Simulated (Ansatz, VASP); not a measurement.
# In in VASP and in Ansatz

INCAR

```
ALGO = Normal
DIPOL = 0.5 0.5 0.500
EDIFF = 1E-7
ENCUT = 520
GGA = PE
IDIPOL = 3
ISIF = 2
ISMEAR = -1
LASPH = True
LCHARG = True
LDIPOL = True
LELF = True
LREAL = False
LVACPOTAV = True
LVHAR = True
LWAVE = False
NBANDS = 48
NELM = 80
PREC = Accurate
SIGMA = 0.05
```

KPOINTS

```
k-points
0
Gamma
  9 9 1
```

POSCAR

```
In
1.0
    3.3392736332      0.0000000000      0.0000000000
   -1.6696368166      2.8918957965      0.0000000000
    0.0000000000      0.0000000000     28.6733323964
In
6
Direct
    0.6666666667      0.3333333333      0.2615670860
    0.0000000000      0.0000000000      0.3565778439
    0.6666666667      0.3333333333      0.4521926146
    0.3333333333      0.6666666667      0.5478073854
    0.6666666667      0.3333333333      0.6428181433
    0.3333333333      0.6666666667      0.7384329140
```

input.yaml

```yaml
crystal:
  lattice:
    - [3.3392736332, 0.0, 0.0]
    - [-1.6696368166, 2.8918957965, 0.0]
    - [0.0, 0.0, 28.6733323964]
  atoms:
    - { symbol: In, position: [0.6666666667, 0.3333333333, 0.261567086] }
    - { symbol: In, position: [0.0, 0.0, 0.3565778439] }
    - { symbol: In, position: [0.6666666667, 0.3333333333, 0.4521926146] }
    - { symbol: In, position: [0.3333333333, 0.6666666667, 0.5478073854] }
    - { symbol: In, position: [0.6666666667, 0.3333333333, 0.6428181433] }
    - { symbol: In, position: [0.3333333333, 0.6666666667, 0.738432914] }
hamiltonian:
  xc: pbe
  pseudopotentials: { kind: paw }
kpoints:
  mp_grid: { grid: [9, 9, 1] }
scf:
  occupations: { method: fermi_dirac, width: 0.05 }
output:
  forces: true
  eigenvalues: true
  write_density: true
  write_potential: true
  elf: true
  volumetric_format: npy
efield:
  axis: 3
  dipole_correction: true
  ramp_width: 0.04
```

Alike in both runs: functional PBE; k mesh 9 × 9 × 1; occupations fermi-dirac, width 0.05 eV; no spin polarisation.

|  | VASP | Ansatz |
| --- | --- | --- |
| version | VASP 6.6.1 | Ansatz 0.2.0 |
| potentials or method | VASP PAW PBE potentials, release 64 (In_d) | Ansatz PAW |
| plane-wave cutoff (eV) | 520 | 420 |
| valence electrons in the cell | 78 | 78 |
| task | single point | electrostatic potential |

|  | VASP | Ansatz | Ansatz less VASP |
| --- | --- | --- | --- |
| gap on the k mesh at the Fermi level (eV) | none | none | - |
| rms of the force components (eV/Å) | 0.048 | 0.048 | -0.0004 |
| work function, face that differs most (eV) | 3.82 | 3.82 | +0.003 |

Atom by atom the forces differ by 0.000 eV/Å (rms over components). A gap of «none» marks a metal or a gap that the smearing closes.
